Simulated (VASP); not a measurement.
# SnSe: single point with PBE+D3(BJ)

SnSe:

```
Sn Se
1.0
     0.00000    3.01000    3.01000
     3.01000    0.00000    3.01000
     3.01000    3.01000    0.00000
Sn Se
1 1
Direct
  0.00000 0.00000 0.00000
  0.50000 0.50000 0.50000
```

```yaml
Program: VASP 6.6.1
Task: single point
Functional: PBE
Dispersion: D3(BJ)
Potentials_or_basis: VASP PAW PBE potentials, release 64 (Sn_d, Se)
Cutoff: 520 eV
k_mesh: 8 × 8 × 8
Occupations: fermi-dirac, width 0.1 eV
Spin: no spin polarisation
Dipole_correction: no
Further_INCAR_settings: ALGO = Normal; EDIFF = 1e-06; NBANDS = 17
```

| Item | Value |
| --- | --- |
| Pressure | -1.2 GPa |
| Band gap on the k mesh | 0.58 eV |
| Dispersion energy per atom | -0.353 eV |

Levels at points of the mesh, in eV from the valence-band top:
```
           k point  band 6  band 7  band 8  band 9  band 10  band 11  band 12  band 13  band 14  band 15
(0.00, 0.00, 0.00)  -13.86   -5.06   -2.19   -2.19    -2.19     4.32     4.32     4.32     5.87     5.87
(0.50, 0.00, 0.00)  -12.93   -8.04   -1.94   -1.94     0.00     0.58     1.25     1.25     8.25    10.12
(0.50, 0.50, 0.00)  -12.66   -6.00   -5.46   -3.63    -3.63     3.03     5.35     5.35     5.97    10.45
```

It took 20 s on 1 thread of Intel Xeon 8259CL (shared host), peak memory 0.2 GiB.

Caveat: semilocal functionals underestimate gaps, and a narrow one can read as zero; spin-orbit coupling is left out, which moves the levels of the heavy elements. A k mesh can miss the band edges.
